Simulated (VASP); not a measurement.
# WC (P3m1) in VASP: single point with PBE

Aim: the single point of WC with PBE.

All numbers are computed with VASP 6.6.1; they aren't measurements. Logs are shortened: lines on timing, memory, paths and dates and some standing lists are left out, and cuts for length are marked.

**1. The cell of the first run**

Symmetry: P3m1, No. 156, trigonal system. Conventional cell: a = 2.922 Å, b = 2.922 Å, c = 2.847 Å, α = 90.00°, β = 90.00°, γ = 120.00°. W (site symmetry 3m) has 6 C at 2.16 to 2.26 Å and 2 W at 2.85 Å within 2.9 Å. Within 2.9 Å of C (site symmetry 3m) lie 6 W at 2.16 to 2.26 Å and 2 C at 2.85 Å.

**2. Single point, PBE (mode 4 (566.4 1/cm) frozen in, largest displacement +0.075 Å)**

INCAR reads:

```
SYSTEM = WC
PREC = Accurate
ENCUT = 520
EDIFF = 1E-7
ISMEAR = 0
SIGMA = 0.15
LREAL = .FALSE.
LASPH = .TRUE.
NELM = 100
ALGO = Normal
ISIF = 2
LWAVE = .FALSE.
LCHARG = .FALSE.
GGA = PE
NBANDS = 16
```

KPOINTS reads:

```
Automatic mesh
0
G
  24 24 22
  0 0 0
```

POSCAR reads:

```
WC
1.0
    2.9217716515      0.0000000000      0.0000000000
   -1.4608858258      2.5303284743      0.0000000000
    0.0000000000      0.0000000000      2.8470758817
W C
1 1
Direct
    0.0000000000      0.0000000000     -0.0017210813
    0.6666666667      0.3333333333      0.5263428174
```

Potentials or basis: VASP PAW PBE potentials, release 64 (W_sv, C).

Run with:

```bash
cat potpaw_PBE.64/W_sv/POTCAR potpaw_PBE.64/C/POTCAR > POTCAR
mpirun -np 1 vasp_std > vasp.out
```

OUTCAR:

```text
SYSTEM = WC
   PREC = Accurate
   ENCUT = 520
   EDIFF = 1E-7
   ISMEAR = 0
   LREAL = .FALSE.
   LASPH = .TRUE.
   NELM = 100
   ISIF = 2
   GGA = PE

 ion  position               nearest neighbor table
   1  0.000  0.000  0.998-   2 2.16   2 2.16   2 2.16   2 2.26   2 2.26   2 2.26
   2  0.667  0.333  0.526-   1 2.16   1 2.16   1 2.16   1 2.26   1 2.26   1 2.26

  LATTYP: Found a hexagonal cell.
 ALAT       =     2.9217716515
 C/A-ratio  =     0.9744347681

  Lattice vectors:

 A1 = (   2.9217716515,   0.0000000000,   0.0000000000)
 A2 = (  -1.4608858258,   2.5303284743,   0.0000000000)
 A3 = (   0.0000000000,   0.0000000000,   2.8470758817)

Analysis of symmetry for initial positions (statically):
=====================================================================
 Subroutine PRICEL returns:
 Original cell was already a primitive cell.

 Routine SETGRP: Setting up the symmetry group for a
 hexagonal supercell.

 Subroutine GETGRP returns: Found  6 space group operations
 (whereof  6 operations were pure point group operations)
 out of a pool of 24 trial point group operations.

The static configuration has the point symmetry C_3v.

Analysis of symmetry for dynamics (positions and initial velocities):
=====================================================================
 Subroutine PRICEL returns:
 Original cell was already a primitive cell.

 Routine SETGRP: Setting up the symmetry group for a
 hexagonal supercell.

 Subroutine GETGRP returns: Found  6 space group operations
 (whereof  6 operations were pure point group operations)
 out of a pool of 24 trial point group operations.

The dynamic configuration has the point symmetry C_3v.

 Subroutine INISYM returns: Found  6 space group operations
 (whereof  6 operations are pure point group operations),
 and found     1 'primitive' translations

----------------------------------------------------------------------------------------

                                     Primitive cell

  volume of cell :      21.0486

  direct lattice vectors                    reciprocal lattice vectors
     2.921771651  0.000000000  0.000000000     0.342258095  0.197602803  0.000000000
    -1.460885826  2.530328474  0.000000000     0.000000000  0.395205607  0.000000000
     0.000000000  0.000000000  2.847075882     0.000000000  0.000000000  0.351237565

  length of vectors
     2.921771651  2.921771652  2.847075882     0.395205607  0.395205607  0.351237565

  position of ions in fractional coordinates (direct lattice)
     0.000000000  0.000000000  0.998278919
[... 75 lines left out ...]
   LASPH  =      T    aspherical Exc in radial PAW
   ENCUT  =  520.0 eV  38.22 Ry    6.18 a.u.   5.43  5.43  5.29*2*pi/ulx,y,z
   NELM   =    100;   NELMIN=  2; NELMDL= -5     # of ELM steps
   EDIFF  = 0.1E-06   stopping-criterion for ELM
   LREAL  =      F    real-space projection
   EDIFFG = 0.1E-05   stopping-criterion for IOM
   NSW    =      0    number of steps for IOM
   IBRION =     -1    ionic relax: 0-MD 1-quasi-New 2-CG
   NFREE  =      0    steps in history (QN), initial steepest desc. (CG)
   ISIF   =      2    stress and relaxation
   ISYM   =      2    0-nonsym 1-usesym 2-fastsym
   POTIM  = 0.5000    time-step for ionic-motion
   TEBEG  =    0.0;   TEEND  =   0.0 temperature during run
   PSTRESS=    0.0 pullay stress
   NELECT =      18.0000    total number of electrons
   NUPDOWN=      -1.0000    fix difference up-down
   EMIN   =  10.00;   EMAX   =-10.00  energy-range for DOS
   EFERMI =   0.00;   METHOD = LEGACY
   ISMEAR =     0;   SIGMA  =   0.15  broadening in eV -4-tet -1-fermi 0-gaus
   EFERMI_NEDOS =   21; number of points for ismear=-14 and -15
   IALGO  =     38    algorithm
   IMIX   =      4    mixing-type and parameters
     AMIX     =   0.40;   BMIX     =  1.00
     AMIX_MAG =   1.60;   BMIX_MAG =  1.00
  volume/ion in A,a.u.               =      10.52        71.02
  Fermi-wavevector in a.u.,A,eV,Ry     =   1.553907  2.936458 32.852980  2.414626
  Thomas-Fermi vector in A             =   2.658070
   LORBIT       =      0    0 simple, 1 ext, 2 COOP (PROOUT), +10 PAW based schemes
   GGA     = PE    functional components
   LHFCALC =     F    Hartree Fock is set to
   AEXX    =    0.0000 exact exchange contribution
   IVDW    =     0    specifies the selected vdW correction
   LEPSILON=     F    determine dielectric tensor
   LRPA    =     F    only Hartree local field effects (RPA)
 non-spin polarized calculation
 Gauss-broadening in eV      SIGMA  =   0.15
  energy-cutoff  :      520.00
  volume of cell :       21.05
 maximum number of plane-waves:       587
 NGX is ok and might be reduce to    24
   NGX = 11   NGY = 11   NGZ = 11

 number of electron      18.0000001 magnetization

 Free energy of the ion-electron system (eV)
  ---------------------------------------------------
  ext. energy  EPLUGINS =         0.00000000
  ---------------------------------------------------
  free energy    TOTEN  =       -22.40769782 eV

  energy without entropy =      -22.40440447  energy(sigma->0) =      -22.40605115

 E-fermi :  10.8793     XC(G=0): -13.7165

 val. band max:       10.8752492199   @ k =   0.4583   0.0833   0.4545
 cond. band min:      10.8884682459   @ k =   0.0000   0.0417   0.0909
 fundamental gap:      0.0132190259
 Fermi energy:        10.8793222449

 k-point     1 :       0.0000    0.0000    0.0000
  band No.  band energies     occupation
      1     -63.1430      2.00000
      2     -27.1220      2.00000
      3     -27.0342      2.00000
      4     -27.0342      2.00000
      5      -3.4621      2.00000
      6       6.5687      2.00000
[... 433 lines left out ...]
      3     -27.2233      2.00000
      4     -27.0172      2.00000
      5      -0.1779      2.00000
      6       3.9374      2.00000
[... 8 lines left out ...]
     15      23.7010      0.00000
     16      28.4252      0.00000

 [... further k-points ...]
[... 5 lines left out ...]
  --------------------------------------------------------------------------------------
  -------------------------------------------------------------------------------------
  Total        0.2913663      0.2913663      0.3903517     -0.0000000      0.0000000      0.0000000
  in kB       22.1782711     22.1782711     29.7128610     -0.0000000      0.0000000      0.0000000
  external PRESSURE =      24.6898011 kB  Pullay stress =       0.0000000 kB

 VOLUME and BASIS-vectors are now :
 -----------------------------------------------------------------------------
  energy-cutoff  :      520.00
  volume of cell :       21.05
      direct lattice vectors                 reciprocal lattice vectors
     2.921771651  0.000000000  0.000000000     0.342258095  0.197602803  0.000000000
    -1.460885826  2.530328474  0.000000000     0.000000000  0.395205607  0.000000000
     0.000000000  0.000000000  2.847075882     0.000000000  0.000000000  0.351237565

 POSITION                                       TOTAL-FORCE (eV/Angst)
 -----------------------------------------------------------------------------------
      0.00000      0.00000      2.84218         0.000000      0.000000      1.080292
      1.46089      0.84344      1.49854        -0.000000      0.000000     -1.080292
 -----------------------------------------------------------------------------------
    total drift:                               -0.000000      0.000000      0.000026

  FREE ENERGIE OF THE ION-ELECTRON SYSTEM (eV)
  ---------------------------------------------------
  free  energy   TOTEN  =       -22.4076978194 eV

  energy  without entropy=      -22.4044044744  energy(sigma->0) =      -22.40605115
```

OSZICAR:

```text
N       E                     dE             d eps       ncg     rms          rms(c)
DAV:   1     0.110133902794E+03    0.11013E+03   -0.93575E+03 38896   0.125E+03
DAV:   2    -0.222669728950E+02   -0.13240E+03   -0.12799E+03 46128   0.337E+02
DAV:   3    -0.254742295778E+02   -0.32073E+01   -0.31958E+01 43096   0.498E+01
DAV:   4    -0.254913274840E+02   -0.17098E-01   -0.17097E-01 50592   0.409E+00
DAV:   5    -0.254914557779E+02   -0.12829E-03   -0.12829E-03 42976   0.337E-01    0.317E+01
DAV:   6    -0.224960673496E+02    0.29954E+01   -0.58234E+00 47112   0.259E+01    0.824E+00
DAV:   7    -0.224358988657E+02    0.60168E-01   -0.44174E-01 40328   0.513E+00    0.609E+00
DAV:   8    -0.224089835196E+02    0.26915E-01   -0.67158E-02 44304   0.222E+00    0.102E+00
DAV:   9    -0.224077634529E+02    0.12201E-02   -0.31930E-03 43144   0.440E-01    0.125E-01
DAV:  10    -0.224077002204E+02    0.63232E-04   -0.31701E-04 47352   0.202E-01    0.618E-02
DAV:  11    -0.224076987000E+02    0.15204E-05   -0.15080E-05 44568   0.354E-02    0.855E-03
DAV:  12    -0.224076979057E+02    0.79434E-06   -0.29321E-06 43488   0.154E-02    0.191E-03
DAV:  13    -0.224076978194E+02    0.86302E-07   -0.11287E-07 38768   0.297E-03
   1 F= -.22407698E+02 E0= -.22406051E+02  d E =-.329334E-02
```

stdout:

```text
POSCAR found type information on POSCAR W C
 POSCAR found :  2 types and       2 ions
 scaLAPACK will be used
 LDA part: xc-table for (Slater+PW92), standard interpolation
 POSCAR, INCAR and KPOINTS ok, starting setup
 FFT: planning ... GRIDC
 FFT: planning ... GRID_SOFT
 FFT: planning ... GRID
 WAVECAR not read
 entering main loop
```

It took 13 min on 1 thread of AMD EPYC 7R13, shared host; peak memory 0.46 GiB.

What came out:

```yaml
Free_energy: -22.4077 eV
Pressure: 2.5 GPa
Largest_force: 1.080 eV/Å
Band_gap_on_the_k_mesh: zero (band 9 reaches 11.66 eV, above the bottom of band 10 at 10.36 eV)
```

Forces in eV/Å, atoms in the order of the input:
```
W    0.000  0.000  1.080
C    0.000  0.000 -1.080
```

Caveat: the cell differs from its parent crystal (mode 4 (566.4 1/cm) frozen in, largest displacement +0.075 Å); spin-orbit coupling is left out, which moves the levels of the heavy elements; forces of over 1 eV/Å act on the atoms, so gaps and moduli don't describe the material at rest.
